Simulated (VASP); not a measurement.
A run of VASP 6.6.1:

Contents of INCAR:

```
SYSTEM = LiH
PREC = Accurate ; ENCUT = 520
EDIFF = 1E-6 ; ISMEAR = -1
SIGMA = 0.05 ; LREAL = .FALSE.
LASPH = .TRUE. ; NELM = 80
ALGO = Normal ; ISIF = 2
LWAVE = .FALSE. ; LCHARG = .FALSE.
GGA = PS ; IVDW = 13
NBANDS = 9
```

KPOINTS

```
regular mesh
0
G
  11 11 11
  0 0 0
```

Contents of POSCAR:

```
LiH
1.0
    0.0000000000      1.9776738636      1.9776738636
    1.9776738636      0.0000000000      1.9776738636
    1.9776738636      1.9776738636      0.0000000000
Li H
1 1
Direct
    0.0000000000      0.0000000000      0.0000000000
    0.5000000000      0.5000000000      0.5000000000
```

Potentials or basis: VASP PAW PBE potentials, release 64 (Li_sv, H).

The run is started by

```console
$ cat potpaw_PBE.64/Li_sv/POTCAR potpaw_PBE.64/H/POTCAR > POTCAR
$ mpirun -np 1 vasp_std > vasp.out
```

Hardware: 1 thread of Intel Xeon 8259CL (shared host).

**Question.** How long does it take, and how much memory?

**Answer.** Run time: 14 s on 1 thread of Intel Xeon 8259CL (shared host), peak memory 0.13 GiB. Counts: scf iterations 11, k points 56.
